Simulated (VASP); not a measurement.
Input of a VASP 6.6.1 run:

Contents of INCAR:

```
SYSTEM = Bi2TeO3
ALGO = Fast ; EDIFF = 1E-6
ENCUT = 520 ; GGA = PE
ISIF = 2 ; ISMEAR = 0
LASPH = .TRUE. ; LCHARG = .FALSE.
LREAL = .FALSE. ; LWAVE = .FALSE.
NBANDS = 36 ; NELM = 100
PREC = Accurate ; SIGMA = 0.1
```

File KPOINTS:

```
k-points
0
G
  12 12 4
  0 0 0
```

POSCAR

```
Bi2TeO3
1.0
    3.5667888289      0.0000000000      0.0000000000
   -1.7833944144      3.0889297357      0.0000000000
    0.0000000000      0.0000000000     13.2579663232
Bi Te O
2 1 3
Direct
    0.3333333333      0.6666666667      0.6235546110
    0.6666666667      0.3333333333      0.3764453890
    0.0000000000      0.0000000000      0.0000000000
    0.0000000000      0.0000000000      0.5000000000
    0.3333333333      0.6666666667      0.3040049672
    0.6666666667      0.3333333333      0.6959950328
```

Potentials or basis: VASP PAW PBE potentials, release 64 (Bi_d, Te, O).

Command:

```console
$ cat potpaw_PBE.64/Bi_d/POTCAR potpaw_PBE.64/Te/POTCAR potpaw_PBE.64/O/POTCAR > POTCAR
$ mpirun -np 1 vasp_std > vasp.out
```

Q: Predict the pressure.

A: 0.0 GPa.

Q: Estimate the largest force.

A: 0.026 eV/Å.

Q: What does it give for the band gap on the k mesh?

A: Zero (bands 27 and 28 overlap by 1.12 eV).

Forces on the atoms (eV/Å):
```
Bi   0.000  0.000 -0.017
Bi   0.000  0.000  0.017
Te   0.000  0.000  0.000
O    0.000  0.000  0.000
O    0.000  0.000 -0.026
O    0.000  0.000  0.026
```

Caveat: spin-orbit coupling is left out, which moves the levels of the heavy elements; this functional lacks dispersion, which binds layers or chains, so the pressure and a relaxed spacing across them are unreliable.
